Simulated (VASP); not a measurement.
Write the native input for VASP 6.6.1 that does the following.

| Property | Result |
| --- | --- |
| Task | single point |
| Functional | r2SCAN |
| Potentials or basis | VASP PAW PBE potentials, release 64 (Ta_pv, N) |
| Cutoff | 520 eV |
| k mesh | 6 × 6 × 6 |
| Occupations | fermi-dirac, width 0.05 eV |
| Spin | no spin polarisation |
| Dipole correction | no |
| Further INCAR settings | ALGO = Normal; EDIFF = 1e-06; NBANDS = 15 |

TaN:

```
Ta N
1.0
     0.00000    2.21132    2.21132
     2.21132    0.00000    2.21132
     2.21132    2.21132    0.00000
Ta N
1 1
Direct
  0.50000 0.50000 0.50000
  0.00000 0.00000 0.00000
```

These files were run (other wordings do the same):

POSCAR

```
TaN
1.0
    0.0000000000      2.2113230000      2.2113230000
    2.2113230000      0.0000000000      2.2113230000
    2.2113230000      2.2113230000      0.0000000000
Ta N
1 1
Direct
    0.5000000000      0.5000000000      0.5000000000
    0.0000000000      0.0000000000      0.0000000000
```

INCAR.step1

```
SYSTEM = TaN
PREC = Accurate
ENCUT = 520
ISMEAR = -1
SIGMA = 0.05
LREAL = .False.
LASPH = .True.
NELM = 80
NBANDS = 15
GGA = PE
ALGO = Normal
EDIFF = 1E-4
LWAVE = .True.
LCHARG = .False.
```

INCAR.step2

```
SYSTEM = TaN
PREC = Accurate
ENCUT = 520
EDIFF = 1E-6
ISMEAR = -1
SIGMA = 0.05
LREAL = .False.
LASPH = .True.
NELM = 80
ALGO = Normal
ISIF = 2
LWAVE = .False.
LCHARG = .False.
METAGGA = R2SCAN
LMIXTAU = .True.
NBANDS = 15
ISTART = 1
```

KPOINTS

```
Automatic mesh
0
Gamma
  6 6 6
  0 0 0
```

Potentials or basis: VASP PAW PBE potentials, release 64 (Ta_pv, N).

Command:

```sh
$ cat potpaw_PBE.64/Ta_pv/POTCAR potpaw_PBE.64/N/POTCAR > POTCAR
$ cp INCAR.step1 INCAR
$ mpirun -np 1 vasp_std > vasp.out
$ cp INCAR.step2 INCAR
$ mpirun -np 1 vasp_std > vasp.out
```

It gave:

The pressure is -3.7 GPa. The band gap on the k mesh is zero (band 8 reaches 11.29 eV, above the bottom of band 9 at 7.30 eV).

Caveat: the k points lie up to 0.41 Å⁻¹ apart; the PAW data sets were made with another functional, which shifts forces and pressure a little; spin-orbit coupling is left out, which moves the levels of the heavy elements.

It took 11 s on 1 thread of Intel(R) Xeon(R) 6975P-C (Granite Rapids) (shared host), peak memory 0.14 GiB.
